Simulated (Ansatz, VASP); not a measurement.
## HfSi4 in VASP and in Ansatz

Contents of INCAR:

```
PREC = Accurate
ENCUT = 600
EDIFF = 1E-7
ISMEAR = 0
SIGMA = 0.1
LREAL = F
LASPH = T
NELM = 100
ALGO = Normal
ISIF = 3
LWAVE = F
LCHARG = F
GGA = PE
IBRION = 2
NSW = 100
EDIFFG = -0.01
```

KPOINTS

```
Automatic mesh
0
Gamma
  12 12 8
```

File POSCAR:

```
HfSi4
1.0
    5.1898842791      0.0000000000      0.0000000000
   -2.5949421395      4.4945716284      0.0000000000
    0.0000000000      0.0000000000      5.1466627891
Hf Si
1 4
Direct
    0.0000000000      0.0000000000      0.5000000000
    0.5000000000      0.0000000000      0.5000000000
    0.0000000000      0.5000000000      0.5000000000
    0.5000000000      0.5000000000      0.5000000000
    0.0000000000      0.0000000000      0.0000000000
```

Input for Ansatz:

```yaml
crystal:
  lattice:
    - [5.1898842791, 0.0, 0.0]
    - [-2.5949421395, 4.4945716284, 0.0]
    - [0.0, 0.0, 5.1466627891]
  atoms:
    - { symbol: Hf, position: [0.0, 0.0, 0.5] }
    - { symbol: Si, position: [0.5, 0.0, 0.5] }
    - { symbol: Si, position: [0.0, 0.5, 0.5] }
    - { symbol: Si, position: [0.5, 0.5, 0.5] }
    - { symbol: Si, position: [0.0, 0.0, 0.0] }
basis:
  ecutwfc: 420
kpoints:
  mp_grid: { grid: [12, 12, 8] }
hamiltonian:
  xc: pbe
scf:
  occupations: { method: gaussian, width: 0.1 }
output:
  forces: true
  stress: true
  eigenvalues: true
relax:
  adjacent_minimum: "off"
  f_tol: 0.01
  max_steps: 80
  cell: { stress_tol: 0.05 }
```

Alike in both runs: task relaxation of cell and atoms; functional PBE; k mesh 12 × 12 × 8; occupations gaussian, width 0.1 eV; no spin polarisation.

|  | VASP | Ansatz |
| --- | --- | --- |
| version | VASP 6.6.1 | Ansatz 0.2.0 |
| potentials or method | VASP PAW PBE potentials, release 64 (Hf_pv, Si), cutoff 600 eV | scalar-relativistic, plane waves, PAW |
| valence electrons in the cell | 26 | 42 |

|  | VASP | Ansatz | Ansatz less VASP |
| --- | --- | --- | --- |
| gap on the k mesh at the Fermi level, each at its own relaxed structure (eV) | none | none | - |
| relaxed volume (Å³/atom) | 23.99 | 23.88 | -0.114 |
| relaxed length of the cell vector where the two differ most in proportion (Å) | 5.141 | 5.133 | -0.0087 |

A gap of «none» marks a metal or a gap that the smearing closes. VASP's potentials hold 26 valence electrons a cell and Ansatz's 42, so a difference there can come from the potentials and not from the codes.

Spin-orbit coupling is off throughout.
